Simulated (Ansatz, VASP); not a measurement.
**W: VASP beside Ansatz**

```
CELL_PARAMETERS angstrom
-1.57713 1.57713 1.57713
1.57713 -1.57713 1.57713
1.57713 1.57713 -1.57713
ATOMIC_POSITIONS crystal
W 0.00000 0.00000 0.00000
```

Alike in both runs: functional PBEsol; k mesh 24 × 24 × 24; no spin polarisation.

Ansatz relaxed the structure, and its values are those at the end. VASP's run is a single point on that final structure, the one shown.

|  | VASP | Ansatz |
| --- | --- | --- |
| version | VASP 6.6.1 | Ansatz 0.2.0 |
| potentials or method | VASP PAW PBE potentials, release 64 (W_sv) | plane-wave PAW, scalar-relativistic |
| plane-wave cutoff (eV) | 520 | 420 |
| occupations | methfessel-paxton of order 1, width 0.1 eV | cold, width 0.1 eV |
| valence electrons in the cell | 14 | 14 |

|  | VASP | Ansatz | Ansatz less VASP |
| --- | --- | --- | --- |
| pressure (GPa) | 0.6 | 0.0 | -0.67 |

VASP's potentials were made for PBE, not for PBEsol.

Neither program's run includes spin-orbit coupling.
